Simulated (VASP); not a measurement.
# SrAl2O2 (P6/mmm) in VASP: notebook

Runs on SrAl2O2. Level: PBE. Tasks: single point, relaxation of cell and atoms.

All numbers are computed with VASP 6.6.1; they aren't measurements. Logs are shortened: lines on timing, memory, paths and dates and some standing lists are left out, and cuts for length are marked.

## (1) The cell of the first run

It takes space group P6/mmm (No. 191, hexagonal). Conventional cell: a = 4.621 Å, b = 4.621 Å, c = 4.382 Å, α = 90.00°, β = 90.00°, γ = 120.00°. Sr (site symmetry 6/mmm) has 6 O at 2.67 Å and 12 Al at 3.45 Å within 3.5 Å. Within 2.9 Å of Al (site symmetry -6m2) lie 2 O at 2.19 Å and 3 Al at 2.67 Å. Within 2.9 Å of O (site symmetry -6m2) lie 2 Al at 2.19 Å and 3 O at 2.67 Å and 3 Sr at 2.67 Å.

The cell was built from a structure type or drawn by symmetry, and may not be a known phase.

## (2) Single point, PBE

Contents of INCAR:

```
PREC = Accurate ; ENCUT = 520
EDIFF = 1E-7 ; ISMEAR = 0
SIGMA = 0.1 ; LREAL = F
LASPH = T ; NELM = 60
ALGO = Normal ; ISIF = 2
LWAVE = F ; LCHARG = F
GGA = PE ; NBANDS = 22
```

Contents of KPOINTS:

```
Automatic mesh
0
Gamma
  6 6 4
```

Contents of POSCAR:

```
SrAl2O2
1.0
    4.6205259700      0.0000000000      0.0000000000
   -2.3102629900      4.0014928700      0.0000000000
    0.0000000000      0.0000000000      4.3824653400
Sr Al O
1 2 2
Direct
    0.0000000000      0.0000000000      0.5000000000
    0.3333333300      0.6666666700      0.0000000000
    0.6666666700      0.3333333300      0.0000000000
    0.3333333300      0.6666666700      0.5000000000
    0.6666666700      0.3333333300      0.5000000000
```

Potentials or basis: VASP PAW PBE potentials, release 64 (Sr_sv, Al, O).

Command:

```console
cat potpaw_PBE.64/Sr_sv/POTCAR potpaw_PBE.64/Al/POTCAR potpaw_PBE.64/O/POTCAR > POTCAR
mpirun -np 1 vasp_std > vasp.out
```

OUTCAR:

```text
PREC = Accurate
   ENCUT = 520
   EDIFF = 1E-7
   ISMEAR = 0
   LREAL = F
   LASPH = T
   NELM = 60
   ISIF = 2
   GGA = PE

 ion  position               nearest neighbor table
   1  0.000  0.000  0.500-   4 2.67   5 2.67   5 2.67   4 2.67   5 2.67   4 2.67   2 3.45   3 3.45
                             2 3.45   3 3.45   3 3.45   2 3.45   3 3.45   2 3.45   3 3.45   2 3.45
   2  0.333  0.667  0.000-   4 2.19   4 2.19   3 2.67   3 2.67   3 2.67   1 3.45   1 3.45   1 3.45
                             1 3.45   1 3.45   1 3.45
   3  0.667  0.333  0.000-   5 2.19   5 2.19   2 2.67   2 2.67   2 2.67   1 3.45   1 3.45   1 3.45
                             1 3.45   1 3.45   1 3.45
   4  0.333  0.667  0.500-   2 2.19   2 2.19   1 2.67   1 2.67   1 2.67
   5  0.667  0.333  0.500-   3 2.19   3 2.19   1 2.67   1 2.67   1 2.67

  LATTYP: Found a hexagonal cell.
 ALAT       =     4.6205259700
 C/A-ratio  =     0.9484775907

  Lattice vectors:

 A1 = (   4.6205259700,   0.0000000000,   0.0000000000)
 A2 = (  -2.3102629900,   4.0014928700,   0.0000000000)
 A3 = (   0.0000000000,   0.0000000000,   4.3824653400)

Analysis of symmetry for initial positions (statically):
=====================================================================
 Subroutine PRICEL returns:
 Original cell was already a primitive cell.

 Routine SETGRP: Setting up the symmetry group for a
 hexagonal supercell.

 Subroutine GETGRP returns: Found 24 space group operations
 (whereof 24 operations were pure point group operations)
 out of a pool of 24 trial point group operations.

The static configuration has the point symmetry D_6h.

Analysis of symmetry for dynamics (positions and initial velocities):
=====================================================================
 Subroutine PRICEL returns:
 Original cell was already a primitive cell.

 Routine SETGRP: Setting up the symmetry group for a
 hexagonal supercell.

 Subroutine GETGRP returns: Found 24 space group operations
 (whereof 24 operations were pure point group operations)
 out of a pool of 24 trial point group operations.

The dynamic configuration has the point symmetry D_6h.

 Subroutine INISYM returns: Found 24 space group operations
 (whereof 24 operations are pure point group operations),
 and found     1 'primitive' translations

----------------------------------------------------------------------------------------

                                     Primitive cell

  volume of cell :      81.0274

  direct lattice vectors                    reciprocal lattice vectors
     4.620525970  0.000000000  0.000000000     0.216425577  0.124953365  0.000000000
    -2.310262990  4.001492870  0.000000000     0.000000000  0.249906730  0.000000000
     0.000000000  0.000000000  4.382465340     0.000000000  0.000000000  0.228182067

  length of vectors
     4.620525970  4.620525973  4.382465340     0.249906731  0.249906730  0.228182067

  position of ions in fractional coordinates (direct lattice)
     0.000000000  0.000000000  0.500000000
     0.333333330  0.666666670  0.000000000
     0.666666670  0.333333330  0.000000000
     0.333333330  0.666666670  0.500000000
     0.666666670  0.333333330  0.500000000

  ion indices of the primitive-cell ions
   primitive index   ion index
                 1           1
                 2           2
                 3           3
                 4           4
                 5           5

----------------------------------------------------------------------------------------

 KPOINTS: Automatic mesh

Automatic generation of k-mesh.
 Grid dimensions read from file:
 generate k-points for:    6    6    4

 Generating k-lattice:

  Cartesian coordinates                     Fractional coordinates (reciprocal lattice)
     0.036070930  0.020825561  0.000000000     0.166666667  0.000000000  0.000000000
     0.000000000  0.041651122  0.000000000     0.000000000  0.166666667  0.000000000
     0.000000000  0.000000000  0.057045517     0.000000000  0.000000000  0.250000000

  Length of vectors
     0.041651122  0.041651122  0.057045517

  Shift w.r.t. Gamma in fractional coordinates (k-lattice)
     0.000000000  0.000000000  0.000000000

 Subroutine IBZKPT returns following result:
 ===========================================

 Found     21 irreducible k-points:

 Following reciprocal coordinates:
            Coordinates               Weight
  0.000000  0.000000  0.000000      1.000000
  0.166667  0.000000  0.000000      6.000000
  0.333333  0.000000  0.000000      6.000000
  0.500000  0.000000  0.000000      3.000000
  0.166667  0.166667  0.000000      6.000000
  0.333333  0.166667  0.000000     12.000000
[... 13 lines left out ...]
  0.333333  0.166667  0.500000     12.000000
  0.333333  0.333333  0.500000      2.000000
   k-points           NKPTS =     21   k-points in BZ     NKDIM =     21   number of bands    NBANDS=     22
   number of dos      NEDOS =    301   number of ions     NIONS =      5
   total plane-waves  NPLWV =  46656
   dimension x,y,z NGX =    36 NGY =   36 NGZ =   36
   dimension x,y,z NGXF=    72 NGYF=   72 NGZF=   72
   ions per type =               1   2   2
   NGX,Y,Z   is equivalent  to a cutoff of  12.95, 12.95, 13.66 a.u.
   NGXF,Y,Z  is equivalent  to a cutoff of  25.91, 25.91, 27.31 a.u.
 SYSTEM =  unknown system
   PREC   = accura    normal or accurate (medium, high low for compatibility)
   ISTART =      0    job   : 0-new  1-cont  2-samecut
   ICHARG =      2    charge: 1-file 2-atom 10-const
   ISPIN  =      1    spin polarized calculation?
   LNONCOLLINEAR =      F non collinear calculations
   LSORBIT =      F    spin-orbit coupling
   LASPH  =      T    aspherical Exc in radial PAW
   ENCUT  =  520.0 eV  38.22 Ry    6.18 a.u.   8.59  8.59  8.15*2*pi/ulx,y,z
   NELM   =     60;   NELMIN=  2; NELMDL= -5     # of ELM steps
   EDIFF  = 0.1E-06   stopping-criterion for ELM
   LREAL  =      F    real-space projection
   EDIFFG = 0.1E-05   stopping-criterion for IOM
   NSW    =      0    number of steps for IOM
   IBRION =     -1    ionic relax: 0-MD 1-quasi-New 2-CG
   NFREE  =      0    steps in history (QN), initial steepest desc. (CG)
   ISIF   =      2    stress and relaxation
   ISYM   =      2    0-nonsym 1-usesym 2-fastsym
   POTIM  = 0.5000    time-step for ionic-motion
   TEBEG  =    0.0;   TEEND  =   0.0 temperature during run
   PSTRESS=    0.0 pullay stress
   NELECT =      28.0000    total number of electrons
   NUPDOWN=      -1.0000    fix difference up-down
   EMIN   =  10.00;   EMAX   =-10.00  energy-range for DOS
   EFERMI =   0.00;   METHOD = LEGACY
   ISMEAR =     0;   SIGMA  =   0.10  broadening in eV -4-tet -1-fermi 0-gaus
   EFERMI_NEDOS =   21; number of points for ismear=-14 and -15
   IALGO  =     38    algorithm
   IMIX   =      4    mixing-type and parameters
     AMIX     =   0.40;   BMIX     =  1.00
     AMIX_MAG =   1.60;   BMIX_MAG =  1.00
  volume/ion in A,a.u.               =      16.21       109.36
  Fermi-wavevector in a.u.,A,eV,Ry     =   1.148815  2.170946 17.956649  1.319776
  Thomas-Fermi vector in A             =   2.285488
   LORBIT       =      0    0 simple, 1 ext, 2 COOP (PROOUT), +10 PAW based schemes
   GGA     = PE    functional components
   LHFCALC =     F    Hartree Fock is set to
   AEXX    =    0.0000 exact exchange contribution
   IVDW    =     0    specifies the selected vdW correction
   LEPSILON=     F    determine dielectric tensor
   LRPA    =     F    only Hartree local field effects (RPA)
 non-spin polarized calculation
 Gauss-broadening in eV      SIGMA  =   0.10
  energy-cutoff  :      520.00
  volume of cell :       81.03
 maximum number of plane-waves:      2202
 NGX is ok and might be reduce to    36
   NGX = 17   NGY = 17   NGZ = 17

 number of electron      27.9999995 magnetization

 Free energy of the ion-electron system (eV)
  ---------------------------------------------------
  ext. energy  EPLUGINS =         0.00000000
  ---------------------------------------------------
  free energy    TOTEN  =       -24.74361990 eV

  energy without entropy =      -24.71674023  energy(sigma->0) =      -24.73018006

 E-fermi :   3.8158     XC(G=0):  -9.9603

 val. band max:        3.7869694722   @ k =   0.1667   0.1667   0.5000
 cond. band min:       3.8282362910   @ k =   0.3333   0.3333   0.5000
 fundamental gap:      0.0412668187
 Fermi energy:         3.8157979037

 k-point     1 :       0.0000    0.0000    0.0000
  band No.  band energies     occupation
      1     -29.4090      2.00000
      2     -12.9647      2.00000
      3     -11.8605      2.00000
      4     -11.7248      2.00000
      5     -11.3791      2.00000
      6     -11.3791      2.00000
[... 14 lines left out ...]
     21       9.6433      0.00000
     22      10.9897      0.00000

 k-point     2 :       0.1667    0.0000    0.0000
  band No.  band energies     occupation
      1     -29.4069      2.00000
      2     -13.0839      2.00000
      3     -11.9545      2.00000
      4     -11.7195      2.00000
      5     -11.3911      2.00000
      6     -11.1529      2.00000
[... 14 lines left out ...]
     21      10.2757      0.00000
     22      11.0174      0.00000

 k-point     3 :       0.3333    0.0000    0.0000
  band No.  band energies     occupation
      1     -29.4028      2.00000
      2     -13.2436      2.00000
      3     -12.1721      2.00000
      4     -11.7088      2.00000
      5     -11.4148      2.00000
      6     -10.7317      2.00000
[... 14 lines left out ...]
     21      10.9973      0.00000
     22      11.9130      0.00000
[... 401 lines left out ...]
 k-point    20 :       0.3333    0.1667    0.5000
  band No.  band energies     occupation
      1     -29.3963      2.00000
      2     -13.1456      2.00000
      3     -12.4664      2.00000
      4     -11.8283      2.00000
      5     -11.1353      2.00000
      6     -10.6354      2.00000
[... 14 lines left out ...]
     21      11.1081      0.00000
     22      12.3171      0.00000

 k-point    21 :       0.3333    0.3333    0.5000
  band No.  band energies     occupation
      1     -29.3953      2.00000
      2     -12.8980      2.00000
      3     -12.8980      2.00000
      4     -11.8228      2.00000
      5     -10.7839      2.00000
      6     -10.7839      2.00000
[... 14 lines left out ...]
     21      10.0663      0.00000
     22      12.2174      0.00000

------------------------ aborting loop because EDIFF is reached ----------------------------------------

  FORCE on cell =-STRESS in cart. coord.  units (eV):
  Direction    XX          YY          ZZ          XY          YZ          ZX
  --------------------------------------------------------------------------------------
  -------------------------------------------------------------------------------------
  Total        3.4521340      3.4521340    -13.4982911     -0.0000000      0.0000000      0.0000000
  in kB       68.2599994     68.2599994   -266.9054365     -0.0000001      0.0000000      0.0000000
  external PRESSURE =     -43.4618126 kB  Pullay stress =       0.0000000 kB

 VOLUME and BASIS-vectors are now :
 -----------------------------------------------------------------------------
  energy-cutoff  :      520.00
  volume of cell :       81.03
      direct lattice vectors                 reciprocal lattice vectors
     4.620525970  0.000000000  0.000000000     0.216425577  0.124953365  0.000000000
    -2.310262990  4.001492870  0.000000000     0.000000000  0.249906730  0.000000000
     0.000000000  0.000000000  4.382465340     0.000000000  0.000000000  0.228182067

 POSITION                                       TOTAL-FORCE (eV/Angst)
 -----------------------------------------------------------------------------------
      0.00000      0.00000      2.19123         0.000000      0.000000      0.000000
     -0.00000      2.66766      0.00000         0.000000      0.000000      0.000000
      2.31026      1.33383      0.00000        -0.000000      0.000000      0.000000
     -0.00000      2.66766      2.19123         0.000000     -0.000000      0.000000
      2.31026      1.33383      2.19123        -0.000000      0.000000     -0.000000
 -----------------------------------------------------------------------------------
    total drift:                                0.000000      0.000000      0.000000

  FREE ENERGIE OF THE ION-ELECTRON SYSTEM (eV)
  ---------------------------------------------------
  free  energy   TOTEN  =       -24.7436199000 eV

  energy  without entropy=      -24.7167402276  energy(sigma->0) =      -24.73018006
```

It took 36 s on 1 thread of Intel Xeon Platinum 8488C (Sapphire Rapids), shared host; peak memory 0.22 GiB.

What came out:

```
Free energy            : -24.7436 eV
Pressure               : -4.3 GPa
Band gap on the k mesh : zero (bands 14 and 15 overlap by 2.24 eV)
```

Stress tensor (GPa, compression positive):
```
  6.83   0.00   0.00
  0.00   6.83   0.00
  0.00   0.00 -26.69
```

Caveat: the cell stands under tension.

(Continued in part 2 of 2.)
